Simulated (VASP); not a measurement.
## Ta16Si (a cell with a defect): single point with PBEsol

Ta16Si (a cell with a defect):

```
Ta Si
1.0
     6.64148    0.00000    0.00000
     0.00000    6.64148    0.00000
     0.00000    0.00000    6.64148
Ta Si
16 1
Direct
  0.99965 0.00456 0.99589
  0.25029 0.23306 0.24181
  0.99847 0.99510 0.50088
  0.25036 0.22939 0.77117
  0.99845 0.49953 0.00541
  0.25031 0.75624 0.24427
  0.07025 0.48516 0.51539
  0.25031 0.75874 0.76743
  0.50097 0.00456 0.99592
  0.75033 0.23694 0.24102
  0.50212 0.99508 0.50088
  0.75032 0.25195 0.74857
  0.50212 0.49956 0.00544
  0.75029 0.78016 0.22022
  0.43034 0.48513 0.51548
  0.75032 0.75949 0.76340
  0.75028 0.53168 0.46869
```

- Program: VASP 6.6.1
- Task: single point
- Functional: PBEsol
- Potentials or basis: VASP PAW PBE potentials, release 64 (Ta_pv, Si)
- Cutoff: 400 eV
- k mesh: 3 × 3 × 3
- Occupations: methfessel-paxton, width 0.1 eV
- Spin: no spin polarisation
- Dipole correction: no
- Further INCAR settings: ALGO = Normal; EDIFF = 1e-06; NBANDS = 104

- Pressure: 9.4 GPa
- Largest force: 0.197 eV/Å
- Band gap on the k mesh: zero (bands 90 and 91 overlap by 1.09 eV)

Forces on the atoms (eV/Å):
```
Ta  -0.005 -0.002  0.001
Ta   0.001  0.003  0.013
Ta  -0.001  0.007 -0.007
Ta  -0.004 -0.001 -0.002
Ta  -0.001  0.012 -0.008
Ta  -0.002 -0.013  0.010
Ta   0.195 -0.023  0.021
Ta  -0.001 -0.012 -0.003
Ta   0.005 -0.002  0.001
Ta  -0.001 -0.070 -0.064
Ta   0.004  0.009 -0.006
Ta  -0.001 -0.042  0.038
Ta   0.005  0.009 -0.009
Ta   0.001  0.088 -0.083
Ta  -0.195 -0.022  0.020
Ta  -0.001  0.062  0.075
Si   0.001 -0.004  0.002
```

Stress tensor (GPa, compression positive):
```
18.22  0.00  0.00
 0.00  5.02 -0.65
 0.00 -0.65  5.02
```

Levels at points of the mesh, in eV from the Fermi level:
```csv
k point,band 86,band 87,band 88,band 89,band 90,band 91,band 92,band 93,band 94,band 95
"(0.00, 0.00, 0.00)",0.33,0.37,0.47,0.51,0.71,0.76,0.91,0.99,1.06,1.08
```

It took 6 min on 1 thread of Oxide Virtual Turin-like Processor, with other jobs on the host, peak memory 0.39 GiB.

Caveat: the PAW data sets were made with another functional, which shifts forces and pressure a little; spin-orbit coupling is left out, which moves the levels of the heavy elements.
